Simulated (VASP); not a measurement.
Set up this calculation in VASP 6.6.1, as the native input.

| Item | Value |
| --- | --- |
| Task | electric field gradients |
| Functional | PBE |
| Potentials or basis | VASP PAW PBE potentials, release 64 (Cu, O) |
| Cutoff | 520 eV |
| k mesh | 10 × 10 × 10 |
| Occupations | fermi-dirac, width 0.05 eV |
| Spin | no spin polarisation |
| Dipole correction | no |
| Further INCAR settings | ALGO = Normal; EDIFF = 1e-08; NBANDS = 16 |

The structure of CuO lies in POSCAR:

```
CuO
1.0
    0.0000000000      2.3272527300      2.3272527300
    2.3272527300      0.0000000000      2.3272527300
    2.3272527300      2.3272527300      0.0000000000
Cu O
1 1
Direct
    0.0000000000      0.0000000000      0.0000000000
    0.2500000000      0.2500000000      0.2500000000
```

One way to write it, as run:

INCAR

```
PREC = Accurate
ENCUT = 520
EDIFF = 1E-8
ISMEAR = -1
SIGMA = 0.05
LREAL = F
LASPH = T
NELM = 60
ALGO = Normal
ISIF = 2
LWAVE = F
LCHARG = F
GGA = PE
LEFG = T
NBANDS = 16
```

KPOINTS

```
Automatic mesh
0
Gamma
  10 10 10
```

Potentials or basis: VASP PAW PBE potentials, release 64 (Cu, O).

Run with:

```sh
$ cat potpaw_PBE.64/Cu/POTCAR potpaw_PBE.64/O/POTCAR > POTCAR
$ mpirun -np 1 vasp_std > vasp.out
```

Results of the run:

```yaml
Pressure: -9.1 GPa
```

Caveat: without QUAD_EFG the Cq values of the log hold for a quadrupole moment of 1 mb, not for the nuclei; an odd number of electrons without spin polarisation forces a metal; a magnetic or distorted state may lie lower.

It took 29 s on 1 thread of Intel Xeon 8259CL (shared host), peak memory 0.15 GiB.
